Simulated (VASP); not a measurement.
A run of VASP 6.6.1 is set up as follows.

File INCAR:

```
SYSTEM = Bi2Te3
  PREC = Accurate
  ENCUT = 520
  EDIFF = 1E-7
  ISMEAR = 0
  SIGMA = 0.01
  LREAL = .False.
  LASPH = .True.
  NELM = 80
  ALGO = Normal
  ISIF = 2
  LWAVE = .False.
  LCHARG = .False.
  GGA = PE
  NBANDS = 32
```

The input KPOINTS:

```
Automatic mesh
0
Gamma
  6 6 6
  0 0 0
```

Contents of POSCAR:

```
Bi2Te3
1.0
    2.1558233265      1.2446651775      9.9933339427
   -2.1558233265      1.2446651775      9.9933339427
    0.0000000000     -2.4893303551      9.9933339427
Bi Te
2 3
Direct
    0.4000000000      0.4000000000      0.4000000000
    0.6000000000      0.6000000000      0.6000000000
    0.0000000000      0.0000000000      0.0000000000
    0.2095000000      0.2095000000      0.2095000000
    0.7905000000      0.7905000000      0.7905000000
```

Potentials or basis: VASP PAW PBE potentials, release 64 (Bi_d, Te).

Run with:

```bash
$ cat potpaw_PBE.64/Bi_d/POTCAR potpaw_PBE.64/Te/POTCAR > POTCAR
$ mpirun -np 1 vasp_std > vasp.out
```

Problem. Estimate the band gap on the k mesh.

Solution. 0.25 eV.

Problem. What does it give for the pressure?

Solution. 5.1 GPa.

Problem. Estimate the largest force.

Solution. 0.318 eV/Å.

Forces in eV/Å, atoms in the order of the input:
```
Bi   0.000  0.000 -0.123
Bi   0.000  0.000  0.123
Te   0.000  0.000  0.000
Te   0.000  0.000 -0.318
Te   0.000  0.000  0.318
```

Caveat: the cell stands under pressure; spin-orbit coupling is left out, which moves the levels of the heavy elements. A k mesh can miss the band edges.
